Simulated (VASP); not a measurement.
Ag: single point with LDA

Crystal: Ag.

```
Ag
1.0
    -1.65565    1.65565    1.69705
     1.65565   -1.65565    1.69705
     1.65565    1.65565   -1.69705
Ag
1
Direct
  0.00000 0.00000 0.00000
```

This cell differs from its parent crystal: strain +0.000 along x and y, +0.025 along z.

```
Program                : VASP 6.6.1
Task                   : single point
Functional             : LDA
Potentials or basis    : VASP PAW LDA potentials, release 64 (Ag)
Cutoff                 : 520 eV
k mesh                 : 20 × 20 × 20
Occupations            : gaussian, width 0.15 eV
Spin                   : no spin polarisation
Dipole correction      : no
Further INCAR settings : ALGO = Normal; EDIFF = 1e-06; NBANDS = 12
```

```json
{
 "Pressure": "-12.7 GPa",
 "Band gap on the k mesh": "zero (an odd number of electrons rules out a gap without spin polarisation)"
}
```

Stress tensor (GPa, compression positive):
```
-12.83   0.00   0.00
  0.00 -12.83   0.00
  0.00   0.00 -12.43
```

Levels at points of the mesh, in eV from the Fermi level:
```csv
k point,band 4,band 5,band 6,band 7,band 8,band 9
"(0.00, 0.00, 0.00)",-4.53,-3.47,-3.36,17.37,17.76,17.76
"(0.50, 0.00, 0.00)",-3.31,-2.55,0.05,3.55,13.12,13.74
"(0.50, 0.50, 0.00)",-3.28,-2.53,0.18,3.78,12.71,13.21
"(0.50, 0.50, 0.50)",-2.74,-2.74,6.11,6.78,6.78,11.37
```

It took 3.2 min on 1 thread of Intel Xeon 8259CL, on a shared host, peak memory 0.24 GiB.

Caveat: the cell differs from its parent crystal (strain +0.000 along x and y, +0.025 along z); the cell stands under tension.
